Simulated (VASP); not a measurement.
# SnO (P4/nmm) in VASP: a series of runs

SnO is run at these levels: PBEsol; tasks: electric field gradients.

Everything below comes from runs of VASP 6.6.1. Logs are shortened: lines on timing, memory, paths and dates and some standing lists are left out, and cuts for length are marked.

### Step 1. The cell of the first run

Symmetry: P4/nmm, No. 129, tetragonal system. Conventional cell: a = 3.726 Å, b = 3.726 Å, c = 4.836 Å, α = 90.00°, β = 90.00°, γ = 90.00°. Within 2.9 Å of Sn (site symmetry 4mm) lie 4 O at 2.19 Å. Within 2.9 Å of O (site symmetry -4m2) lie 4 Sn at 2.19 Å and 4 O at 2.63 Å.

### Step 2. Electric field gradients, PBEsol (equal xx and yy strain of -2 %)

INCAR

```
SYSTEM = SnO
ALGO = Normal ; EDIFF = 1E-8
ENCUT = 1000 ; GGA = PS
GGA_COMPAT = .FALSE. ; ISIF = 2
ISMEAR = -1 ; LASPH = .TRUE.
LCHARG = .FALSE. ; LEFG = .TRUE.
LREAL = .FALSE. ; LWAVE = .FALSE.
NBANDS = 28 ; NELM = 120
PREC = Accurate ; SIGMA = 0.01
```

KPOINTS

```
k-points
0
G
  8 8 6
  0 0 0
```

POSCAR

```
SnO
1.0
    3.7259600000      0.0000000000      0.0000000000
    0.0000000000      3.7259600000      0.0000000000
    0.0000000000      0.0000000000      4.8360000000
Sn O
2 2
Direct
    0.0000000000      0.5000000000      0.2385000000
    0.5000000000      0.0000000000      0.7615000000
    0.0000000000      0.0000000000      0.0000000000
    0.5000000000      0.5000000000      0.0000000000
```

Potentials or basis: VASP PAW PBE potentials, release 64 (Sn_d, O_h).

On the command line:

```console
$ cat potpaw_PBE.64/Sn_d/POTCAR potpaw_PBE.64/O_h/POTCAR > POTCAR
$ mpirun -np 1 vasp_std > vasp.out
```

OUTCAR:

```text
SYSTEM = SnO
   EDIFF = 1E-8
   ENCUT = 1000
   GGA = PS
   ISIF = 2
   ISMEAR = -1
   LASPH = .TRUE.
   LREAL = .FALSE.
   NELM = 120
   PREC = Accurate

 ion  position               nearest neighbor table
   1  0.000  0.500  0.239-   3 2.19   4 2.19   3 2.19   4 2.19   2 3.50   2 3.50   2 3.50   2 3.50
                             2 3.65   2 3.65   2 3.65   2 3.65
   2  0.500  0.000  0.761-   3 2.19   4 2.19   4 2.19   3 2.19   1 3.50   1 3.50   1 3.50   1 3.50
                             1 3.65   1 3.65   1 3.65   1 3.65
   3  0.000  0.000  0.000-   1 2.19   2 2.19   1 2.19   2 2.19
   4  0.500  0.500  0.000-   1 2.19   2 2.19   2 2.19   1 2.19

  LATTYP: Found a simple tetragonal cell.
 ALAT       =     3.7259600000
 C/A-ratio  =     1.2979205359

  Lattice vectors:

 A1 = (   3.7259600000,   0.0000000000,   0.0000000000)
 A2 = (   0.0000000000,   3.7259600000,   0.0000000000)
 A3 = (   0.0000000000,   0.0000000000,   4.8360000000)

Analysis of symmetry for initial positions (statically):
=====================================================================
 Subroutine PRICEL returns:
 Original cell was already a primitive cell.

 Routine SETGRP: Setting up the symmetry group for a
 simple tetragonal supercell.

 Subroutine GETGRP returns: Found 16 space group operations
 (whereof  8 operations were pure point group operations)
 out of a pool of 16 trial point group operations.

The static configuration has the point symmetry D_2d.
 The point group associated with its full space group is D_4h.

Analysis of symmetry for dynamics (positions and initial velocities):
=====================================================================
 Subroutine PRICEL returns:
 Original cell was already a primitive cell.

 Routine SETGRP: Setting up the symmetry group for a
 simple tetragonal supercell.

 Subroutine GETGRP returns: Found 16 space group operations
 (whereof  8 operations were pure point group operations)
 out of a pool of 16 trial point group operations.

The dynamic configuration has the point symmetry D_2d.
 The point group associated with its full space group is D_4h.

 Subroutine INISYM returns: Found 16 space group operations
 (whereof  8 operations are pure point group operations),
 and found     1 'primitive' translations

----------------------------------------------------------------------------------------

                                     Primitive cell

  volume of cell :      67.1371

  direct lattice vectors                    reciprocal lattice vectors
     3.725960000  0.000000000  0.000000000     0.268387208  0.000000000  0.000000000
     0.000000000  3.725960000  0.000000000     0.000000000  0.268387208  0.000000000
     0.000000000  0.000000000  4.836000000     0.000000000  0.000000000  0.206782465

  length of vectors
     3.725960000  3.725960000  4.836000000     0.268387208  0.268387208  0.206782465

  position of ions in fractional coordinates (direct lattice)
     0.000000000  0.500000000  0.238500000
     0.500000000  0.000000000  0.761500000
     0.000000000  0.000000000  0.000000000
     0.500000000  0.500000000  0.000000000

  ion indices of the primitive-cell ions
   primitive index   ion index
                 1           1
                 2           2
                 3           3
                 4           4

----------------------------------------------------------------------------------------

 KPOINTS: k-points

Automatic generation of k-mesh.
 Grid dimensions read from file:
 generate k-points for:    8    8    6

 Generating k-lattice:

  Cartesian coordinates                     Fractional coordinates (reciprocal lattice)
     0.033548401  0.000000000  0.000000000     0.125000000  0.000000000  0.000000000
     0.000000000  0.033548401  0.000000000     0.000000000  0.125000000  0.000000000
     0.000000000  0.000000000  0.034463744     0.000000000  0.000000000  0.166666667

  Length of vectors
     0.033548401  0.033548401  0.034463744

  Shift w.r.t. Gamma in fractional coordinates (k-lattice)
     0.000000000  0.000000000  0.000000000

 Subroutine IBZKPT returns following result:
 ===========================================

 Found     60 irreducible k-points:

 Following reciprocal coordinates:
            Coordinates               Weight
  0.000000  0.000000  0.000000      1.000000
  0.125000  0.000000  0.000000      4.000000
  0.250000  0.000000  0.000000      4.000000
  0.375000  0.000000  0.000000      4.000000
  0.500000  0.000000  0.000000      2.000000
  0.125000  0.125000  0.000000      4.000000
[... 16 lines left out ...]
  0.375000  0.125000  0.166667     16.000000
  0.500000  0.125000  0.166667      8.000000
 [... further k-points ...]
   k-points           NKPTS =     60   k-points in BZ     NKDIM =     60   number of bands    NBANDS=     28
   number of dos      NEDOS =    301   number of ions     NIONS =      4
   total plane-waves  NPLWV =  80000
   dimension x,y,z NGX =    40 NGY =   40 NGZ =   50
   dimension x,y,z NGXF=    80 NGYF=   80 NGZF=  100
   ions per type =               2   2
   NGX,Y,Z   is equivalent  to a cutoff of  17.85, 17.85, 17.19 a.u.
   NGXF,Y,Z  is equivalent  to a cutoff of  35.69, 35.69, 34.38 a.u.
 SYSTEM =  SnO
   PREC   = accura    normal or accurate (medium, high low for compatibility)
   ISTART =      0    job   : 0-new  1-cont  2-samecut
   ICHARG =      2    charge: 1-file 2-atom 10-const
   ISPIN  =      1    spin polarized calculation?
   LNONCOLLINEAR =      F non collinear calculations
   LSORBIT =      F    spin-orbit coupling
   LASPH  =      T    aspherical Exc in radial PAW
   ENCUT  = 1000.0 eV  73.50 Ry    8.57 a.u.   9.61  9.61 12.47*2*pi/ulx,y,z
   NELM   =    120;   NELMIN=  2; NELMDL= -5     # of ELM steps
   EDIFF  = 0.1E-07   stopping-criterion for ELM
   LREAL  =      F    real-space projection
   EDIFFG = 0.1E-06   stopping-criterion for IOM
   NSW    =      0    number of steps for IOM
   IBRION =     -1    ionic relax: 0-MD 1-quasi-New 2-CG
   NFREE  =      0    steps in history (QN), initial steepest desc. (CG)
   ISIF   =      2    stress and relaxation
   ISYM   =      2    0-nonsym 1-usesym 2-fastsym
   POTIM  = 0.5000    time-step for ionic-motion
   TEBEG  =    0.0;   TEEND  =   0.0 temperature during run
   PSTRESS=    0.0 pullay stress
   NELECT =      40.0000    total number of electrons
   NUPDOWN=      -1.0000    fix difference up-down
   EMIN   =  10.00;   EMAX   =-10.00  energy-range for DOS
   EFERMI =   0.00;   METHOD = LEGACY
   ISMEAR =    -1;   SIGMA  =   0.01  broadening in eV -4-tet -1-fermi 0-gaus
   EFERMI_NEDOS =   21; number of points for ismear=-14 and -15
   IALGO  =     38    algorithm
   IMIX   =      4    mixing-type and parameters
     AMIX     =   0.40;   BMIX     =  1.00
     AMIX_MAG =   1.60;   BMIX_MAG =  1.00
  volume/ion in A,a.u.               =      16.78       113.27
  Fermi-wavevector in a.u.,A,eV,Ry     =   1.377550  2.603191 25.819002  1.897643
  Thomas-Fermi vector in A             =   2.502693
   LORBIT       =      0    0 simple, 1 ext, 2 COOP (PROOUT), +10 PAW based schemes
   GGA     = PS    functional components
   LHFCALC =     F    Hartree Fock is set to
   AEXX    =    0.0000 exact exchange contribution
   IVDW    =     0    specifies the selected vdW correction
   LEPSILON=     F    determine dielectric tensor
   LRPA    =     F    only Hartree local field effects (RPA)
 non-spin polarized calculation
  energy-cutoff  :     1000.00
  volume of cell :       67.14
 maximum number of plane-waves:      4864
 NGX is ok and might be reduce to    40
   NGX = 19   NGY = 19   NGZ = 25

 number of electron      39.9999999 magnetization

 Free energy of the ion-electron system (eV)
  ---------------------------------------------------
  ext. energy  EPLUGINS =         0.00000000
  ---------------------------------------------------
  free energy    TOTEN  =       -24.17372918 eV

  energy without entropy =      -24.17357939  energy(sigma->0) =      -24.17365428

 E-fermi :   7.9845     XC(G=0): -10.7021

 val. band max:        7.9752767291   @ k =   0.1250   0.0000   0.0000
 cond. band min:       8.0022868460   @ k =   0.0000   0.0000   0.0000
 fundamental gap:      0.0270101168
 Fermi energy:         7.9845498054

 k-point     1 :       0.0000    0.0000    0.0000
  band No.  band energies     occupation
      1     -14.2698      2.00000
      2     -13.7355      2.00000
      3     -13.7309      2.00000
      4     -13.7309      2.00000
      5     -13.6657      2.00000
      6     -13.6640      2.00000
[... 20 lines left out ...]
     27      14.6017      0.00000
     28      14.9146      0.00000

 k-point     2 :       0.1250    0.0000    0.0000
  band No.  band energies     occupation
      1     -14.2623      2.00000
      2     -13.7445      2.00000
      3     -13.7279      2.00000
      4     -13.7263      2.00000
      5     -13.7001      2.00000
      6     -13.6680      2.00000
[... 20 lines left out ...]
     27      14.8069      0.00000
     28      16.2907      0.00000

 k-point     3 :       0.2500    0.0000    0.0000
  band No.  band energies     occupation
      1     -14.2416      2.00000
      2     -13.9029      2.00000
      3     -13.7181      2.00000
      4     -13.7139      2.00000
      5     -13.6973      2.00000
      6     -13.6734      2.00000
[... 20 lines left out ...]
     27      15.1286      0.00000
     28      18.4564      0.00000

 k-point     4 :       0.3750    0.0000    0.0000
  band No.  band energies     occupation
      1     -14.2065      2.00000
      2     -14.0477      2.00000
      3     -13.7034      2.00000
      4     -13.6985      2.00000
      5     -13.6861      2.00000
      6     -13.6796      2.00000
[... 578 lines left out ...]
     27      16.2444      0.00000
     28      17.4696      0.00000

 k-point    23 :       0.3750    0.1250    0.1667
  band No.  band energies     occupation
      1     -14.2116      2.00000
      2     -14.0755      2.00000
      3     -13.7128      2.00000
      4     -13.6970      2.00000
      5     -13.6876      2.00000
      6     -13.6723      2.00000
[... 20 lines left out ...]
     27      16.3092      0.00000
     28      16.8192      0.00000

 k-point    24 :       0.5000    0.1250    0.1667
  band No.  band energies     occupation
      1     -14.1620      2.00000
      2     -14.1620      2.00000
      3     -13.7025      2.00000
      4     -13.7025      2.00000
      5     -13.6785      2.00000
      6     -13.6785      2.00000
[... 20 lines left out ...]
     27      16.4791      0.00000
     28      16.4791      0.00000

 [... further k-points ...]
[... 5 lines left out ...]
  --------------------------------------------------------------------------------------
  -------------------------------------------------------------------------------------
  Total        2.4790369      2.4790369      1.2264770      0.0000000      0.0000000      0.0000000
  in kB       59.1603726     59.1603726     29.2689618      0.0000000      0.0000000      0.0000000
  external PRESSURE =      49.1965690 kB  Pullay stress =       0.0000000 kB

 VOLUME and BASIS-vectors are now :
 -----------------------------------------------------------------------------
  energy-cutoff  :     1000.00
  volume of cell :       67.14
      direct lattice vectors                 reciprocal lattice vectors
     3.725960000  0.000000000  0.000000000     0.268387208  0.000000000  0.000000000
     0.000000000  3.725960000  0.000000000     0.000000000  0.268387208  0.000000000
     0.000000000  0.000000000  4.836000000     0.000000000  0.000000000  0.206782465

 POSITION                                       TOTAL-FORCE (eV/Angst)
 -----------------------------------------------------------------------------------
      0.00000      1.86298      1.15339        -0.000000     -0.000000      0.657938
      1.86298      0.00000      3.68261         0.000000     -0.000000     -0.657938
      0.00000      0.00000      0.00000        -0.000000     -0.000000      0.000000
      1.86298      1.86298      0.00000        -0.000000      0.000000      0.000000
 -----------------------------------------------------------------------------------
    total drift:                               -0.000000      0.000000      0.000000

  FREE ENERGIE OF THE ION-ELECTRON SYSTEM (eV)
  ---------------------------------------------------
  free  energy   TOTEN  =       -24.1737291759 eV

  energy  without entropy=      -24.1735793897  energy(sigma->0) =      -24.17365428

 Electric field gradients (V/A^2)
---------------------------------------------------------------------
 ion       V_xx      V_yy      V_zz      V_xy      V_xz      V_yz
---------------------------------------------------------------------
   1      86.738    86.738  -173.476    -0.000    -0.000    -0.000
   2      86.738    86.738  -173.476    -0.000     0.000     0.000
   3      -3.963    -3.963     7.925    -0.000     0.000     0.000
   4      -3.963    -3.963     7.925    -0.000    -0.000    -0.000
---------------------------------------------------------------------

 Electric field gradients after diagonalization (V/A^2)
 (convention: |V_zz| > |V_xx| > |V_yy|)
----------------------------------------------------------------------
 ion       V_xx      V_yy      V_zz     asymmetry (V_yy - V_xx)/ V_zz
----------------------------------------------------------------------
   1      86.738    86.738  -173.476       0.000
   2      86.738    86.738  -173.476       0.000
   3      -3.963    -3.963     7.925       0.000
   4      -3.963    -3.963     7.925       0.000
----------------------------------------------------------------------

           NMR quadrupolar parameters

 Cq : quadrupolar parameter    Cq=e*Q*V_zz/h
 eta: asymmetry parameters     (V_yy - V_xx)/ V_zz
 Q  : nuclear electric quadrupole moment in mb (millibarn)
----------------------------------------------------------------------
 ion       Cq(MHz)       eta       Q (mb)
----------------------------------------------------------------------
   1      -0.419       0.000       1.000
   2      -0.419       0.000       1.000
   3       0.019       0.000       1.000
   4       0.019       0.000       1.000
----------------------------------------------------------------------
```

Run time: 3.2 min. Hardware: 1 thread of Intel Xeon Platinum 8488C (Sapphire Rapids), shared host; peak memory 0.42 GiB.

Results:

| Quantity | Value |
| --- | --- |
| Free energy | -24.1737 eV |
| Pressure | 4.9 GPa |
| Largest force | 0.658 eV/Å |
| Band gap on the k mesh | zero (bands 20 and 21 overlap by 0.24 eV) |
| Largest electric field gradient by atom | Sn -173.5; O +7.9 V/Å² |

Forces in eV/Å, atoms in the order of the input:
```
Sn   0.000  0.000  0.658
Sn   0.000  0.000 -0.658
O    0.000  0.000  0.000
O    0.000  0.000  0.000
```

Electric field gradients, principal values (V/Å²):
```tsv
atom	least	middle	greatest (by size)
1 Sn	86.738	86.738	-173.476
2 Sn	86.738	86.738	-173.476
3 O	-3.963	-3.963	7.925
4 O	-3.963	-3.963	7.925
```

Caveat: the cell differs from its parent crystal (equal xx and yy strain of -2 %); the cell stands under pressure; semilocal functionals underestimate gaps, and a narrow one can read as zero; without QUAD_EFG the Cq values of the log hold for a quadrupole moment of 1 mb, not for the nuclei; the PAW data sets were made with another functional, which shifts forces and pressure a little; spin-orbit coupling is left out, which moves the levels of the heavy elements.

(Part 1 of 3 ends here.)

The gap in the log of VASP goes by the Fermi energy; the results here count the filled bands.